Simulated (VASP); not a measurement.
Here is a VASP 6.6.1 calculation.

The input INCAR:

```
SYSTEM = B4MoRu
PREC = Accurate ; ENCUT = 520
EDIFF = 1E-7 ; ISMEAR = 0
SIGMA = 0.1 ; LREAL = .False.
LASPH = .True. ; NELM = 80
ALGO = Normal ; ISIF = 2
LWAVE = .False. ; LCHARG = .False.
GGA = PE ; NBANDS = 29
```

Contents of KPOINTS:

```
regular mesh
0
Gamma
  6 6 6
  0 0 0
```

The input POSCAR:

```
B4MoRu
1.0
    0.0000000000      3.0859257100      3.0859257100
    3.0859257100      0.0000000000      3.0859257100
    3.0859257100      3.0859257100      0.0000000000
B Mo Ru
4 1 1
Direct
    0.1237450800      0.6254183100      0.6254183100
    0.6254183100      0.1237450800      0.6254183100
    0.6254183100      0.6254183100      0.1237450800
    0.6254183100      0.6254183100      0.6254183100
    0.0000000000      0.0000000000      0.0000000000
    0.2500000000      0.2500000000      0.2500000000
```

Potentials or basis: VASP PAW PBE potentials, release 64 (B, Mo_sv, Ru_pv).

Run with:

```console
$ cat potpaw_PBE.64/B/POTCAR potpaw_PBE.64/Mo_sv/POTCAR potpaw_PBE.64/Ru_pv/POTCAR > POTCAR
$ mpirun -np 1 vasp_std > vasp.out
```

Predict the largest force.

0.053 eV/Å.

Predict the band gap on the k mesh.

zero (bands 20 and 21 overlap by 1.58 eV).

Estimate the pressure.

-30.3 GPa.

Forces on the atoms (eV/Å):
```
B    0.030 -0.030 -0.030
B   -0.030  0.030 -0.030
B   -0.030 -0.030  0.030
B    0.030  0.030  0.030
Mo   0.000  0.000  0.000
Ru   0.000  0.000  0.000
```

Caveat: the cell stands under tension.
